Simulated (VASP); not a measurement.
**CaSe: electric field gradients with LDA**

Crystal: CaSe.

```
Ca Se
1.0
     0.00000    2.98991    2.98991
     2.98991    0.00000    2.98991
     2.98991    2.98991    0.00000
Ca Se
1 1
Direct
  0.00000 0.00000 0.00000
  0.50000 0.50000 0.50000
```

```yaml
Program: VASP 6.6.1
Task: electric field gradients
Functional: LDA
Potentials_or_basis: VASP PAW LDA potentials, release 64 (Ca_sv, Se)
Cutoff: 520 eV
k_mesh: 9 × 9 × 9
Occupations: fermi-dirac, width 0.03 eV
Spin: no spin polarisation
Dipole_correction: no
Further_INCAR_settings: ALGO = Normal; EDIFF = 1e-08; NBANDS = 15
```

- Pressure: -4.3 GPa
- Band gap on the k mesh: 1.97 eV (least direct gap 2.87 eV)
- Largest electric field gradient by atom: under 0.05 V/Å² on every atom

Levels at points of the mesh, in eV from the valence-band top:
| k point | band 4 | band 5 | band 6 | band 7 | band 8 | band 9 | band 10 | band 11 | band 12 | band 13 |
| --- | --- | --- | --- | --- | --- | --- | --- | --- | --- | --- |
| (0.00, 0.00, 0.00) | -20.66 | -11.73 | 0.00 | 0.00 | 0.00 | 2.93 | 3.55 | 3.55 | 3.55 | 4.13 |

It took 35 s on 1 thread of Intel Xeon 8259CL (shared host), peak memory 0.17 GiB.

Caveat: the cell stands under tension; an odd mesh through Γ misses points on the zone boundary, where band edges can lie.
